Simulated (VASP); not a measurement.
# YMn2 (F-43m) in VASP: a series of runs

Runs on YMn2. Level: PBE. Tasks: single point.

All numbers are computed with VASP 6.6.1; they aren't measurements. Logs are shortened: lines on timing, memory, paths and dates and some standing lists are left out, and cuts for length are marked.

### 1 The cell of the first run

It takes space group F-43m (No. 216, cubic). Conventional cell: a = 6.460 Å, b = 6.460 Å, c = 6.460 Å, α = 90.00°, β = 90.00°, γ = 90.00°. Y (site symmetry -43m) has 10 Mn at 2.80 to 3.23 Å within 3.7 Å. Mn (site symmetry -43m) has 4 Mn at 2.80 Å and 6 Y at 3.23 Å within 3.7 Å. Mn (site symmetry -43m) has 4 Y at 2.80 Å and 4 Mn at 2.80 Å within 3.7 Å.

### 2 Single point, PBE, collinear spin, ferrimagnetic start

File INCAR:

```
  PREC = Accurate
  ENCUT = 520
  EDIFF = 1E-6
  ISMEAR = 0
  SIGMA = 0.1
  LREAL = False
  LASPH = True
  NELM = 150
  ALGO = Normal
  ISIF = 2
  LWAVE = False
  LCHARG = True
  ISPIN = 2
  MAGMOM = -0.18 3.99 3.56
  LORBIT = 11
  LMAXMIX = 4
  GGA = PE
  LELF = True
  LVHAR = True
  ISYM = 0
  NBANDS = 30
```

File KPOINTS:

```
Automatic mesh
0
Gamma
  3 1 3
```

File POSCAR:

```
YMn2
1.0
    0.0000000000      3.2301690000      3.2301690000
    3.2301690000      0.0000000000      3.2301690000
    3.2301690000      3.2301690000      0.0000000000
Y Mn
1 2
Direct
    0.0000000000      0.0000000000      0.0000000000
    0.5000000000      0.5000000000      0.5000000000
    0.7500000000      0.7500000000      0.7500000000
```

Potentials or basis: VASP PAW PBE potentials, release 64 (Y_sv, Mn_pv).

Launch:

```
$ cat potpaw_PBE.64/Y_sv/POTCAR potpaw_PBE.64/Mn_pv/POTCAR > POTCAR
$ mpirun -np 1 vasp_std > vasp.out
```

OUTCAR:

```text
PREC = Accurate
   ENCUT = 520
   EDIFF = 1E-6
   ISMEAR = 0
   LREAL = False
   LASPH = True
   NELM = 150
   ISIF = 2
   ISPIN = 2
   LORBIT = 11
   GGA = PE
   ISYM = 0

 ion  position               nearest neighbor table
   1  0.000  0.000  0.000-   3 2.80   3 2.80   3 2.80   3 2.80   2 3.23   2 3.23   2 3.23   2 3.23
                             2 3.23   2 3.23
   2  0.500  0.500  0.500-   3 2.80   3 2.80   3 2.80   3 2.80   1 3.23   1 3.23   1 3.23   1 3.23
                             1 3.23   1 3.23
   3  0.750  0.750  0.750-   2 2.80   2 2.80   2 2.80   1 2.80   2 2.80   1 2.80   1 2.80   1 2.80

IMPORTANT INFORMATION: All symmetrisations will be switched off!
NOSYMM: (Re-)initialisation of all symmetry stuff for point group C_1.

----------------------------------------------------------------------------------------

                                     Primitive cell

  volume of cell :      67.4071

  direct lattice vectors                    reciprocal lattice vectors
     0.000000000  3.230169000  3.230169000    -0.154790663  0.154790663  0.154790663
     3.230169000  0.000000000  3.230169000     0.154790663 -0.154790663  0.154790663
     3.230169000  3.230169000  0.000000000     0.154790663  0.154790663 -0.154790663

  length of vectors
     4.568148809  4.568148809  4.568148809     0.268105292  0.268105292  0.268105292

  position of ions in fractional coordinates (direct lattice)
     0.000000000  0.000000000  0.000000000
     0.500000000  0.500000000  0.500000000
     0.750000000  0.750000000  0.750000000

  ion indices of the primitive-cell ions
   primitive index   ion index
                 1           1
                 2           2
                 3           3

----------------------------------------------------------------------------------------

 KPOINTS: Automatic mesh

Automatic generation of k-mesh.
 Grid dimensions read from file:
 generate k-points for:    3    1    3

 Generating k-lattice:

  Cartesian coordinates                     Fractional coordinates (reciprocal lattice)
    -0.051596888  0.051596888  0.051596888     0.333333333  0.000000000  0.000000000
     0.154790663 -0.154790663  0.154790663     0.000000000  1.000000000  0.000000000
     0.051596888  0.051596888 -0.051596888     0.000000000  0.000000000  0.333333333

  Length of vectors
     0.089368431  0.268105292  0.089368431

  Shift w.r.t. Gamma in fractional coordinates (k-lattice)
     0.000000000  0.000000000  0.000000000

 -----------------------------------------------------------------------------
|                                                                             |
|           W    W    AA    RRRRR   N    N  II  N    N   GGGG   !!!           |
|           W    W   A  A   R    R  NN   N  II  NN   N  G    G  !!!           |
|           W    W  A    A  R    R  N N  N  II  N N  N  G       !!!           |
|           W WW W  AAAAAA  RRRRR   N  N N  II  N  N N  G  GGG   !            |
|           WW  WW  A    A  R   R   N   NN  II  N   NN  G    G                |
|           W    W  A    A  R    R  N    N  II  N    N   GGGG   !!!           |
|                                                                             |
|     Your reciprocal lattice and k-lattice belong to different lattice       |
|     classes:                                                                |
|                                                                             |
|        The reciprocal lattice is body-centered cubic,                       |
|        whereas your k-lattice is face-centered orthorhombic.                |
|                                                                             |
|     Results are often still useful ...                                      |
|                                                                             |
 -----------------------------------------------------------------------------

 WARNING: IBZKPT: internal override: KBLOWUP is changed to .FALSE.
      ... skipping the blow-up phase ...

 Subroutine IBZKPT returns following result:
 ===========================================

 Found      5 irreducible k-points:

 Following reciprocal coordinates:
            Coordinates               Weight
  0.000000  0.000000  0.000000      1.000000
  0.333333  0.000000  0.000000      2.000000
  0.000000  0.000000  0.333333      2.000000
  0.333333  0.000000  0.333333      2.000000
 -0.333333  0.000000  0.333333      2.000000
   k-points           NKPTS =      5   k-points in BZ     NKDIM =      5   number of bands    NBANDS=     30
   number of dos      NEDOS =    301   number of ions     NIONS =      3
   total plane-waves  NPLWV =  46656
   dimension x,y,z NGX =    36 NGY =   36 NGZ =   36
   dimension x,y,z NGXF=    72 NGYF=   72 NGZF=   72
   ions per type =               1   2
   NGX,Y,Z   is equivalent  to a cutoff of  13.10, 13.10, 13.10 a.u.
   NGXF,Y,Z  is equivalent  to a cutoff of  26.20, 26.20, 26.20 a.u.
 SYSTEM =  unknown system
   PREC   = accura    normal or accurate (medium, high low for compatibility)
   ISTART =      0    job   : 0-new  1-cont  2-samecut
   ICHARG =      2    charge: 1-file 2-atom 10-const
   ISPIN  =      2    spin polarized calculation?
   LNONCOLLINEAR =      F non collinear calculations
   LSORBIT =      F    spin-orbit coupling
   LASPH  =      T    aspherical Exc in radial PAW
   ENCUT  =  520.0 eV  38.22 Ry    6.18 a.u.   8.49  8.49  8.49*2*pi/ulx,y,z
   NELM   =    150;   NELMIN=  2; NELMDL= -5     # of ELM steps
   EDIFF  = 0.1E-05   stopping-criterion for ELM
   LREAL  =      F    real-space projection
   EDIFFG = 0.1E-04   stopping-criterion for IOM
   NSW    =      0    number of steps for IOM
   IBRION =     -1    ionic relax: 0-MD 1-quasi-New 2-CG
   NFREE  =      0    steps in history (QN), initial steepest desc. (CG)
   ISIF   =      2    stress and relaxation
   ISYM   =      0    0-nonsym 1-usesym 2-fastsym
   POTIM  = 0.5000    time-step for ionic-motion
   TEBEG  =    0.0;   TEEND  =   0.0 temperature during run
   PSTRESS=    0.0 pullay stress
   NELECT =      37.0000    total number of electrons
   NUPDOWN=      -1.0000    fix difference up-down
   EMIN   =  10.00;   EMAX   =-10.00  energy-range for DOS
   EFERMI =   0.00;   METHOD = LEGACY
   ISMEAR =     0;   SIGMA  =   0.10  broadening in eV -4-tet -1-fermi 0-gaus
   EFERMI_NEDOS =   21; number of points for ismear=-14 and -15
   IALGO  =     38    algorithm
   IMIX   =      4    mixing-type and parameters
     AMIX     =   0.40;   BMIX     =  1.00
     AMIX_MAG =   1.60;   BMIX_MAG =  1.00
  volume/ion in A,a.u.               =      22.47       151.63
  Fermi-wavevector in a.u.,A,eV,Ry     =   1.340418  2.533022 24.445855  1.796720
  Thomas-Fermi vector in A             =   2.468732
   LORBIT       =     11    0 simple, 1 ext, 2 COOP (PROOUT), +10 PAW based schemes
   GGA     = PE    functional components
   LHFCALC =     F    Hartree Fock is set to
   AEXX    =    0.0000 exact exchange contribution
   IVDW    =     0    specifies the selected vdW correction
   LEPSILON=     F    determine dielectric tensor
   LRPA    =     F    only Hartree local field effects (RPA)
 spin polarized calculation
 Gauss-broadening in eV      SIGMA  =   0.10
  energy-cutoff  :      520.00
  volume of cell :       67.41
 maximum number of plane-waves:      1837
 NGX is ok and might be reduce to    36
   NGX = 17   NGY = 17   NGZ = 17

 number of electron      37.0000013 magnetization       6.3708270

 Free energy of the ion-electron system (eV)
  ---------------------------------------------------
  ext. energy  EPLUGINS =         0.00000000
  ---------------------------------------------------
  free energy    TOTEN  =       -22.71633196 eV

  energy without entropy =      -22.68437537  energy(sigma->0) =      -22.70035367

 E-fermi :   4.1817     XC(G=0): -10.2322

 val. band max:        4.1095988398   @ k =   0.0000   0.0000   0.3333
 cond. band min:       4.1931820185   @ k =   0.3333   0.0000   0.0000
 fundamental gap:      0.0835831787
 Fermi energy:         4.1816543359

 spin component 1

 k-point     1 :       0.0000    0.0000    0.0000
  band No.  band energies     occupation
      1     -45.0999      1.00000
      2     -45.0953      1.00000
      3     -45.0938      1.00000
      4     -45.0002      1.00000
      5     -44.9274      1.00000
      6     -44.8007      1.00000
[... 22 lines left out ...]
     29      10.0635      0.00000
     30      10.8455      0.00000
[... 100 lines left out ...]
 k-point     5 :      -0.3333    0.0000    0.3333
  band No.  band energies     occupation
      1     -45.1025      1.00000
      2     -45.1018      1.00000
      3     -45.0853      1.00000
      4     -45.0049      1.00000
      5     -44.9260      1.00000
      6     -44.7989      1.00000
[... 22 lines left out ...]
     29       9.9659      0.00000
     30      12.1025      0.00000
 Fermi energy:         4.1816543359

 spin component 2

 k-point     1 :       0.0000    0.0000    0.0000
  band No.  band energies     occupation
      1     -41.7137      1.00000
      2     -41.6939      1.00000
      3     -41.6399      1.00000
      4     -41.6099      1.00000
      5     -41.4800      1.00000
      6     -41.4558      1.00000
[... 22 lines left out ...]
     29      11.1600      0.00000
     30      11.2159      0.00000
[... 101 lines left out ...]
  band No.  band energies     occupation
      1     -41.7154      1.00000
      2     -41.7024      1.00000
      3     -41.6424      1.00000
      4     -41.6018      1.00000
      5     -41.4810      1.00000
      6     -41.4546      1.00000
[... 22 lines left out ...]
     29      10.2136      0.00000
     30      12.7984      0.00000

------------------------ aborting loop because EDIFF is reached ----------------------------------------

  FORCE on cell =-STRESS in cart. coord.  units (eV):
  Direction    XX          YY          ZZ          XY          YZ          ZX
  --------------------------------------------------------------------------------------
  -------------------------------------------------------------------------------------
  Total       -3.5003283      1.6050434     -3.5003488     -0.0005984     -0.0006188     -3.7054048
  in kB      -83.1981429     38.1497444    -83.1986293     -0.0142223     -0.0147086    -88.0725379
  external PRESSURE =     -42.7490093 kB  Pullay stress =       0.0000000 kB

 VOLUME and BASIS-vectors are now :
 -----------------------------------------------------------------------------
  energy-cutoff  :      520.00
  volume of cell :       67.41
      direct lattice vectors                 reciprocal lattice vectors
     0.000000000  3.230169000  3.230169000    -0.154790663  0.154790663  0.154790663
     3.230169000  0.000000000  3.230169000     0.154790663 -0.154790663  0.154790663
     3.230169000  3.230169000  0.000000000     0.154790663  0.154790663 -0.154790663

 POSITION                                       TOTAL-FORCE (eV/Angst)
 -----------------------------------------------------------------------------------
      0.00000      0.00000      0.00000        -0.000015      0.370026     -0.000011
      3.23017      3.23017      3.23017         0.000045      0.146976      0.000045
      4.84525      4.84525      4.84525        -0.000029     -0.517002     -0.000034
 -----------------------------------------------------------------------------------
    total drift:                               -0.000026     -0.000177     -0.000026

  FREE ENERGIE OF THE ION-ELECTRON SYSTEM (eV)
  ---------------------------------------------------
  free  energy   TOTEN  =       -22.7163319645 eV

  energy  without entropy=      -22.6843753698  energy(sigma->0) =      -22.70035367

 total charge

# of ion       s       p       d       f       tot
--------------------------------------------------
    1        2.261   6.221   1.108   0.028   9.618
    2        0.332   6.131   5.009   0.000  11.471
    3        0.390   6.167   5.096   0.000  11.653
--------------------------------------------------
tot          2.982  18.519  11.213   0.028  32.742

 magnetization (x)

# of ion       s       p       d       f       tot
--------------------------------------------------
    1       -0.026   0.055  -0.276   0.009  -0.238
    2        0.036   0.004   3.349   0.000   3.388
    3        0.013   0.014   3.088   0.000   3.115
--------------------------------------------------
tot          0.023   0.073   6.161   0.009   6.265
```

Wall time 79 s (1 thread of Intel Xeon Platinum 8488C (Sapphire Rapids), shared host); peak memory 0.26 GiB.

What came out:

- Free energy: -22.7163 eV
- Pressure: -4.3 GPa
- Net moment: 6.37 μB per cell
- Site moments: Y -0.24; Mn +3.39, +3.12 μB
- Valence electrons inside the program's atomic spheres: Y 9.62; Mn 11.47, 11.65

Levels at points of the mesh, in eV from the Fermi level:
Spin up:
```csv
k point,band 18,band 19,band 20,band 21,band 22,band 23,band 24,band 25,band 26,band 27
"(0.00, 0.00, 0.00)",-1.98,-1.84,-1.00,-0.91,1.92,1.95,2.00,3.99,4.01,5.84
```
Spin down:
| k point | band 13 | band 14 | band 15 | band 16 | band 17 | band 18 |
| --- | --- | --- | --- | --- | --- | --- |
| (0.00, 0.00, 0.00) | -0.97 | -0.42 | -0.35 | -0.33 | 0.30 | 0.44 |

Caveat: the k points lie up to 1.68 Å⁻¹ apart.

### 3 Single point, PBE, collinear spin, ferromagnetic start

File INCAR:

```
ALGO = Normal
EDIFF = 1E-6
ENCUT = 520
GGA = PE
ISIF = 2
ISMEAR = 0
ISPIN = 2
LASPH = True
LCHARG = False
LMAXMIX = 4
LORBIT = 11
LREAL = False
LWAVE = False
MAGMOM = 0 4 4
NBANDS = 30
NELM = 150
PREC = Accurate
SIGMA = 0.1
```

File KPOINTS:

```
k-points
0
Gamma
  4 4 4
```

POSCAR is that of step 2.

Potentials or basis: VASP PAW PBE potentials, release 64 (Y_sv, Mn_pv).

Launch:

```
$ cat potpaw_PBE.64/Y_sv/POTCAR potpaw_PBE.64/Mn_pv/POTCAR > POTCAR
$ mpirun -np 1 vasp_std > vasp.out
```

It took 62 s on 1 thread of Intel Xeon Platinum 8488C (Sapphire Rapids), shared host; peak memory 0.26 GiB.

Results (log left out):

```
Free energy                                           : -22.1951 eV
Pressure                                              : -0.2 GPa
Net moment                                            : 6.70 μB per cell
Site moments                                          : Y -0.23; Mn +3.60, +3.20 μB
Valence electrons inside the program's atomic spheres : Y 9.63; Mn 11.46, 11.65
```

Levels at points of the mesh, in eV from the Fermi level:
Spin up:
| k point | band 19 | band 20 | band 21 | band 22 | band 23 | band 24 | band 25 | band 26 |
| --- | --- | --- | --- | --- | --- | --- | --- | --- |
| (0.00, 0.00, 0.00) | -2.03 | -1.09 | -1.09 | 1.90 | 1.90 | 1.90 | 3.92 | 3.92 |
| (0.50, 0.00, 0.00) | -1.67 | -1.42 | -1.42 | -0.96 | 1.02 | 1.02 | 3.64 | 3.64 |
| (0.50, 0.50, 0.00) | -1.36 | -1.36 | -0.85 | -0.59 | 1.57 | 1.57 | 1.91 | 3.90 |
Spin down:
```csv
k point,band 11,band 12,band 13,band 14,band 15,band 16,band 17,band 18,band 19,band 20
"(0.00, 0.00, 0.00)",-5.46,-1.04,-1.03,-0.36,-0.36,-0.36,0.40,0.40,0.40,2.06
"(0.50, 0.00, 0.00)",-3.00,-2.28,-0.54,-0.54,-0.01,0.07,0.07,0.57,0.57,1.58
"(0.50, 0.50, 0.00)",-2.71,-1.92,-1.46,-0.84,0.19,0.19,0.37,0.88,1.63,1.63
```

Caveat: the k points lie up to 0.42 Å⁻¹ apart.

### 4 Single point, PBE, collinear spin, ferrimagnetic start

File INCAR:

```
SYSTEM = YMn2
ALGO = Normal
EDIFF = 1E-6
ENCUT = 520
GGA = PE
ISIF = 2
ISMEAR = 0
ISPIN = 2
LASPH = .TRUE.
LCHARG = .FALSE.
LMAXMIX = 4
LORBIT = 11
LREAL = .FALSE.
LWAVE = .FALSE.
MAGMOM = -0.18 3.99 3.56
NBANDS = 30
NELM = 150
PREC = Accurate
SIGMA = 0.1
```

File KPOINTS:

```
k-points
0
G
  4 4 4
  0 0 0
```

File POSCAR:

```
YMn2
1.0
    0.0000000000      3.2301690000      3.2301690000
    3.2301690000      0.0000000000      3.2301690000
    3.2301690000      3.2301690000      0.0000000000
Y Mn
1 2
Direct
    0.9810000000      0.0500000000      0.2760000000
    1.4810000000      0.5500000000      0.7760000000
    1.7310000000      0.8000000000      1.0260000000
```

Launch:

```
$ cat potpaw_PBE.64/Y_sv/POTCAR potpaw_PBE.64/Mn_pv/POTCAR > POTCAR
$ mpirun -np 1 vasp_std > vasp.out
```

It took 62 s on 1 thread of Intel Xeon Platinum 8488C (Sapphire Rapids), shared host; peak memory 0.26 GiB.

The run converged. Its results:

```yaml
Free_energy: -22.1950 eV
Pressure: -0.2 GPa
Net_moment: 6.69 μB per cell
Site_moments: Y -0.23; Mn +3.60, +3.20 μB
Valence_electrons_inside_the_program's_atomic_spheres: Y 9.63; Mn 11.46, 11.65
```

Levels at points of the mesh, in eV from the Fermi level:
Spin up:
```csv
k point,band 20,band 21,band 22,band 23,band 24,band 25
"(0.00, 0.00, 0.00)",-1.08,-1.08,1.90,1.90,1.90,3.92
"(0.50, 0.00, 0.00)",-1.42,-1.42,-0.96,1.02,1.02,3.64
"(0.50, 0.50, 0.00)",-1.36,-0.85,-0.59,1.57,1.57,1.91
```
Spin down:
| k point | band 13 | band 14 | band 15 | band 16 | band 17 | band 18 |
| --- | --- | --- | --- | --- | --- | --- |
| (0.00, 0.00, 0.00) | -1.03 | -0.36 | -0.36 | -0.36 | 0.40 | 0.40 |
| (0.50, 0.00, 0.00) | -0.54 | -0.54 | -0.01 | 0.07 | 0.07 | 0.57 |
| (0.50, 0.50, 0.00) | -1.46 | -0.84 | 0.19 | 0.19 | 0.37 | 0.89 |

Caveat: the k points lie up to 0.42 Å⁻¹ apart.

### 5 Summary

```csv
spin,k mesh,gap on the mesh (eV),pressure (GPa),moment (μB)
"collinear, ferrimagnetic start",3 × 1 × 3,none,-4.3,6.37
"collinear, ferromagnetic start",4 × 4 × 4,none,-0.2,6.70
"collinear, ferrimagnetic start",4 × 4 × 4,none,-0.2,6.69
```

Alike in all rows: task single point; level PBE; potentials or basis VASP PAW PBE potentials, release 64 (Y_sv, Mn_pv); cell as given; cutoff (eV) 520; smearing gaussian 0.1 eV.

Caveats: all runs use coarse meshes.

Total energies depend on the potentials used, so only differences within one code and one set of settings carry meaning.
